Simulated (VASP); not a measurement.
Crystal: Al.

```xyz
1
Lattice="0.0000 2.0248 2.0248 2.0248 0.0000 2.0248 2.0248 2.0248 0.0000" Properties=species:S:1:pos:R:3 pbc="T T T"
Al    0.0000    0.0000    0.0000
```

| Item | Value |
| --- | --- |
| Program | VASP 6.6.1 |
| Task | relaxation of cell and atoms |
| Functional | LDA |
| Potentials or basis | VASP PAW LDA potentials, release 64 (Al) |
| Cutoff | 500 eV |
| k mesh | 9 × 9 × 9 |
| Occupations | fermi-dirac, width 0.05 eV |
| Spin | no spin polarisation |

At the start: pressure -3.4 GPa; volume 16.60 Å³/atom.

Task: Where does the relaxation end?

Result: Over 3 steps the energy falls by 7.8 meV/atom and the volume is 15.89 Å³/atom (-4.3 %); space group Fm-3m (No. 225, to 0.05 Å).

The path:
```csv
step,energy change (eV),largest force (eV/Å),pressure (GPa),volume (Å³)
1,0.0000,0.0000,-3.39,16.60
2,-0.0076,0.0000,0.64,15.77
3,-0.0078,0.0000,0.01,15.89
```

Final structure:
```yaml
crystal:
  lattice:
    - [0.00000, 1.99537, 1.99537]
    - [1.99537, 0.00000, 1.99537]
    - [1.99537, 1.99537, 0.00000]
  atoms:
    - { symbol: Al, position: [0.00000, 0.00000, 0.00000] }
```
